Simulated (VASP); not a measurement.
# Zn (P6_3/mmc) in VASP: a series of runs

Runs on Zn. Level: PBEsol. Tasks: relaxation of shape and atoms at fixed volume.

All numbers are computed with VASP 6.6.1; they aren't measurements. Logs are shortened: lines on timing, memory, paths and dates and some standing lists are left out, and cuts for length are marked.

### 1 The cell of the first run

The structure is hexagonal, space group P6_3/mmc (No. 194). The conventional cell has a = 2.618 Å, b = 2.618 Å, c = 4.944 Å, α = 90.00°, β = 90.00°, γ = 120.00°. Within 3.5 Å of Zn (site symmetry -6m2) lie 12 Zn at 2.62 to 2.90 Å.

### 2 Relaxation of shape and atoms at fixed volume, PBEsol (14.68 Å³/atom)

INCAR reads:

```
PREC = Accurate
ENCUT = 600
EDIFF = 1E-6
ISMEAR = 0
SIGMA = 0.1
LREAL = F
LASPH = T
NELM = 100
ALGO = Fast
ISIF = 4
LWAVE = F
LCHARG = F
GGA = PS
IBRION = 2
NSW = 50
EDIFFG = -0.01
```

KPOINTS reads:

```
Automatic mesh
0
Gamma
  18 18 8
```

POSCAR reads:

```
Zn
1.0
    2.6183526962      0.0000000000      0.0000000000
   -1.3091763481      2.2675599509      0.0000000000
    0.0000000000      0.0000000000      4.9435353902
Zn
2
Direct
    0.3333333333      0.6666666667      0.2500000000
    0.6666666667      0.3333333333      0.7500000000
```

Potentials or basis: VASP PAW PBE potentials, release 64 (Zn).

Run with:

```sh
$ cat potpaw_PBE.64/Zn/POTCAR > POTCAR
$ mpirun -np 1 vasp_std > vasp.out
```

OUTCAR:

```text
PREC = Accurate
   ENCUT = 600
   EDIFF = 1E-6
   ISMEAR = 0
   LREAL = F
   LASPH = T
   NELM = 100
   ISIF = 4
   GGA = PS
   IBRION = 2
   NSW = 50
   EDIFFG = -0.01

 ion  position               nearest neighbor table
   1  0.333  0.667  0.250-   2 2.90   2 2.90   2 2.90   2 2.90   2 2.90   2 2.90
   2  0.667  0.333  0.750-   1 2.90   1 2.90   1 2.90   1 2.90   1 2.90   1 2.90

  LATTYP: Found a hexagonal cell.
 ALAT       =     2.6183526962
 C/A-ratio  =     1.8880326540

  Lattice vectors:

 A1 = (   2.6183526962,   0.0000000000,   0.0000000000)
 A2 = (  -1.3091763481,   2.2675599509,   0.0000000000)
 A3 = (   0.0000000000,   0.0000000000,   4.9435353902)

Analysis of symmetry for initial positions (statically):
=====================================================================
 Subroutine PRICEL returns:
 Original cell was already a primitive cell.

 Routine SETGRP: Setting up the symmetry group for a
 hexagonal supercell.

 Subroutine GETGRP returns: Found 24 space group operations
 (whereof 12 operations were pure point group operations)
 out of a pool of 24 trial point group operations.

The static configuration has the point symmetry D_3d.
 The point group associated with its full space group is D_6h.

Analysis of symmetry for dynamics (positions and initial velocities):
=====================================================================
 Subroutine PRICEL returns:
 Original cell was already a primitive cell.

 Routine SETGRP: Setting up the symmetry group for a
 hexagonal supercell.

 Subroutine GETGRP returns: Found 24 space group operations
 (whereof 12 operations were pure point group operations)
 out of a pool of 24 trial point group operations.

The dynamic configuration has the point symmetry D_3d.
 The point group associated with its full space group is D_6h.

 Subroutine INISYM returns: Found 24 space group operations
 (whereof 12 operations are pure point group operations),
 and found     1 'primitive' translations

----------------------------------------------------------------------------------------

                                     Primitive cell

  volume of cell :      29.3511

[... 95 lines left out ...]
   ISYM   =      2    0-nonsym 1-usesym 2-fastsym
   POTIM  = 0.5000    time-step for ionic-motion
   TEBEG  =    0.0;   TEEND  =   0.0 temperature during run
   PSTRESS=    0.0 pullay stress
   NELECT =      24.0000    total number of electrons
   NUPDOWN=      -1.0000    fix difference up-down
   EMIN   =  10.00;   EMAX   =-10.00  energy-range for DOS
   EFERMI =   0.00;   METHOD = LEGACY
   ISMEAR =     0;   SIGMA  =   0.10  broadening in eV -4-tet -1-fermi 0-gaus
   EFERMI_NEDOS =   21; number of points for ismear=-14 and -15
   IALGO  =     68    algorithm
   IMIX   =      4    mixing-type and parameters
     AMIX     =   0.40;   BMIX     =  1.00
     AMIX_MAG =   1.60;   BMIX_MAG =  1.00
  volume/ion in A,a.u.               =      14.68        99.04
  Fermi-wavevector in a.u.,A,eV,Ry     =   1.530866  2.892916 31.885925  2.343549
  Thomas-Fermi vector in A             =   2.638289
   LORBIT       =      0    0 simple, 1 ext, 2 COOP (PROOUT), +10 PAW based schemes
   GGA     = PS    functional components
   LHFCALC =     F    Hartree Fock is set to
   AEXX    =    0.0000 exact exchange contribution
   IVDW    =     0    specifies the selected vdW correction
   LEPSILON=     F    determine dielectric tensor
   LRPA    =     F    only Hartree local field effects (RPA)
 conjugate gradient relaxation of ions
 non-spin polarized calculation
 RMM-DIIS sequential band-by-band and
 Gauss-broadening in eV      SIGMA  =   0.10
  energy-cutoff  :      600.00
  volume of cell :       29.35
 maximum number of plane-waves:       996
 NGX is ok and might be reduce to    24
   NGX = 11   NGY = 11   NGZ = 19

--------------------------------------- Ionic step        1  -------------------------------------------

 number of electron      24.0000023 magnetization

 Free energy of the ion-electron system (eV)
  ---------------------------------------------------
  ext. energy  EPLUGINS =         0.00000000
  ---------------------------------------------------
  free energy    TOTEN  =        -3.16699909 eV

  energy without entropy =       -3.16466209  energy(sigma->0) =       -3.16583059

------------------------ aborting loop because EDIFF is reached ----------------------------------------

  FORCE on cell =-STRESS in cart. coord.  units (eV):
  Direction    XX          YY          ZZ          XY          YZ          ZX
  --------------------------------------------------------------------------------------
  -------------------------------------------------------------------------------------
  Total       -0.4622232     -0.4622232     -0.2733541      0.0000000      0.0000000      0.0000000
  in kB      -25.2311892    -25.2311892    -14.9214720      0.0000000      0.0000000      0.0000000
  external PRESSURE =     -21.7946168 kB  Pullay stress =       0.0000000 kB
[... 59 lines left out ...]
--------------------------------------- Ionic step        3  -------------------------------------------

 number of electron      24.0000034 magnetization

 Free energy of the ion-electron system (eV)
  ---------------------------------------------------
  ext. energy  EPLUGINS =         0.00000000
  ---------------------------------------------------
  free energy    TOTEN  =        -3.16803854 eV

  energy without entropy =       -3.16620127  energy(sigma->0) =       -3.16711990

 E-fermi :   3.2228     XC(G=0): -11.8811

 val. band max:        3.2178447546   @ k =   0.3333   0.2778   0.5000
 cond. band min:       3.2664650019   @ k =   0.3333   0.1111   0.0000
 fundamental gap:      0.0486202473
 Fermi energy:         3.2228493642

 k-point     1 :       0.0000    0.0000    0.0000
  band No.  band energies     occupation
      1      -7.5235      2.00000
      2      -5.6550      2.00000
      3      -4.8661      2.00000
      4      -4.5788      2.00000
      5      -4.5788      2.00000
      6      -4.5333      2.00000
[... 433 lines left out ...]
      3      -5.0531      2.00000
      4      -4.5983      2.00000
      5      -4.4095      2.00000
      6      -4.4045      2.00000
[... 8 lines left out ...]
     15       8.6908      0.00000
     16      10.1352      0.00000

 [... further k-points ...]

------------------------ aborting loop because EDIFF is reached ----------------------------------------

  FORCE on cell =-STRESS in cart. coord.  units (eV):
  Direction    XX          YY          ZZ          XY          YZ          ZX
  --------------------------------------------------------------------------------------
  -------------------------------------------------------------------------------------
  Total       -0.3049205     -0.3049205     -0.3331903      0.0000000      0.0000000     -0.0000000
  in kB      -16.6445738    -16.6445738    -18.1877236      0.0000000      0.0000000     -0.0000000
  external PRESSURE =     -17.1589571 kB  Pullay stress =       0.0000000 kB
[... 17 lines left out ...]
  FREE ENERGIE OF THE ION-ELECTRON SYSTEM (eV)
  ---------------------------------------------------
  free  energy   TOTEN  =        -3.1680385375 eV

  energy  without entropy=       -3.1662012681  energy(sigma->0) =       -3.16711990

 reached required accuracy - stopping structural energy minimisation
```

OSZICAR:

```text
N       E                     dE             d eps       ncg     rms          rms(c)
DAV:   1     0.101275510666E+03    0.10128E+03   -0.13938E+04  5976   0.261E+03
DAV:   2    -0.643301287479E+00   -0.10192E+03   -0.10032E+03  6064   0.318E+02
[... 21 lines left out ...]
DAV:   1    -0.319516985438E+01   -0.27646E-01   -0.56874E-01  7016   0.729E+00    0.102E+00
RMM:   2    -0.317725787288E+01    0.17912E-01   -0.15308E-02  5920   0.150E+00    0.607E-01
RMM:   3    -0.316803275441E+01    0.92251E-02   -0.89327E-03  5920   0.818E-01    0.735E-02
RMM:   4    -0.316804562684E+01   -0.12872E-04   -0.48913E-04  5920   0.283E-01    0.376E-02
RMM:   5    -0.316803873266E+01    0.68942E-05   -0.43760E-05  5919   0.819E-02    0.108E-02
RMM:   6    -0.316803853755E+01    0.19511E-06   -0.68451E-06  5370   0.353E-02
   3 F= -.31680385E+01 E0= -.31671199E+01  d E =-.103945E-02
```

Wall time 2.1 min (1 thread of Intel Xeon Platinum 8259CL at 2.50GHz (Skylake/Cascade Lake), shared host); peak memory 0.22 GiB.

What came out:

```yaml
Free_energy: -3.1680 eV
Energy_gained_by_relaxing: 0.5 meV/atom
Ionic_steps: 3
Pressure_after_relaxing: -1.7 GPa
Band_gap_on_the_k_mesh: zero (bands 12 and 13 overlap by 5.17 eV)
```

Step by step:
```csv
step,energy change (eV),largest force (eV/Å),pressure (GPa),volume (Å³)
1,0.0000,0.0000,-2.18,29.35
2,-0.0005,0.0000,-1.91,29.35
3,-0.0010,0.0000,-1.72,29.35
```

Final structure:
```
Zn
1.0
     2.60254    0.00000    0.00000
    -1.30127    2.25387    0.00000
     0.00000    0.00000    5.00378
Zn
2
Cartesian
  0.0000 1.5026 1.2509
  1.3013 0.7513 3.7528
```

Levels at points of the mesh, in eV from the Fermi level:
```
           k point  band 8  band 9  band 10  band 11  band 12  band 13  band 14  band 15  band 16
(0.00, 0.00, 0.00)   -7.34   -7.34    -7.16    -7.16    -4.02    -3.44    12.72    16.60    18.59
(0.50, 0.00, 0.00)   -7.19   -6.94    -6.92    -2.88    -2.05     2.46     3.55     4.09     5.71
(0.00, 0.00, 0.50)   -7.79   -7.24    -7.24    -7.24    -7.24     4.00     4.00    19.86    19.86
(0.50, 0.00, 0.50)   -7.20   -6.93    -6.93    -1.97    -1.97     0.30     0.30     9.87     9.87
```

Caveat: the PAW data sets were made with another functional, which shifts forces and pressure a little.

### 3 Relaxation of shape and atoms at fixed volume, PBEsol (15.10 Å³/atom)

This run uses another cell than the first one, of 15.10 Å³/atom.

INCAR reads:

```
SYSTEM = Zn
ALGO = Normal
EDIFF = 1E-7
EDIFFG = -0.01
ENCUT = 600
GGA = PS
IBRION = 2
ISIF = 4
ISMEAR = 0
LASPH = .True.
LCHARG = .False.
LREAL = .False.
LWAVE = .False.
NELM = 100
NSW = 50
PREC = Accurate
SIGMA = 0.1
```

KPOINTS reads:

```
k-points
0
Gamma
  18 18 8
  0 0 0
```

POSCAR reads:

```
Zn
1.0
    2.6263070888      0.0000000000      0.0000000000
   -1.3131535444      2.2744486570      0.0000000000
    0.0000000000      0.0000000000      5.0567509990
Zn
2
Direct
    0.3333333333      0.6666666667      0.2500000000
    0.6666666667      0.3333333333      0.7500000000
```

Potentials or basis: VASP PAW PBE potentials, release 64 (Zn).

Run with:

```sh
$ cat potpaw_PBE.64/Zn/POTCAR > POTCAR
$ mpirun -np 1 vasp_std > vasp.out
```

It took 2 min on 1 thread of Intel Xeon Platinum 8259CL at 2.50GHz (Skylake/Cascade Lake), shared host; peak memory 0.23 GiB.

It converged, with:

```yaml
Free_energy: -3.1544 eV
Energy_gained_by_relaxing: 0.4 meV/atom
Ionic_steps: 3
Pressure_after_relaxing: -3.5 GPa
Band_gap_on_the_k_mesh: zero (bands 12 and 13 overlap by 5.34 eV)
```

Stress tensor (GPa, compression positive):
```
-3.44  0.00  0.00
 0.00 -3.44  0.00
 0.00  0.00 -3.58
```

Step by step:
```tsv
step	energy change (eV)	largest force (eV/Å)	pressure (GPa)	volume (Å³)
1	0.0000	0.0000	-3.85	30.21
2	-0.0005	0.0000	-3.71	30.21
3	-0.0008	0.0000	-3.49	30.21
```

Final structure:
```cif
data_structure
_symmetry_space_group_name_H-M 'P 1'
_symmetry_Int_Tables_number 1
_cell_length_a 2.6152
_cell_length_b 2.6152
_cell_length_c 5.0998
_cell_angle_alpha 90.000
_cell_angle_beta 90.000
_cell_angle_gamma 120.000
_cell_volume 30.21
loop_
_atom_site_label
_atom_site_type_symbol
_atom_site_fract_x
_atom_site_fract_y
_atom_site_fract_z
_atom_site_occupancy
Zn1 Zn 0.33333 0.66667 0.25000 1
Zn2 Zn 0.66667 0.33333 0.75000 1
```

Levels at points of the mesh, in eV from the Fermi level:
| k point | band 8 | band 9 | band 10 | band 11 | band 12 | band 13 | band 14 | band 15 | band 16 |
| --- | --- | --- | --- | --- | --- | --- | --- | --- | --- |
| (0.00, 0.00, 0.00) | -7.20 | -7.20 | -7.03 | -7.03 | -3.84 | -3.52 | 12.12 | 16.00 | 18.58 |
| (0.50, 0.00, 0.00) | -7.07 | -6.81 | -6.80 | -2.66 | -1.88 | 2.39 | 3.62 | 3.94 | 5.71 |
| (0.00, 0.00, 0.50) | -7.61 | -7.11 | -7.11 | -7.11 | -7.11 | 3.75 | 3.75 | 19.77 | 19.77 |
| (0.50, 0.00, 0.50) | -7.08 | -6.80 | -6.80 | -1.77 | -1.77 | 0.37 | 0.37 | 9.61 | 9.61 |

Caveat: the PAW data sets were made with another functional, which shifts forces and pressure a little.

The gap in the log of VASP goes by the Fermi energy; the results here count the filled bands.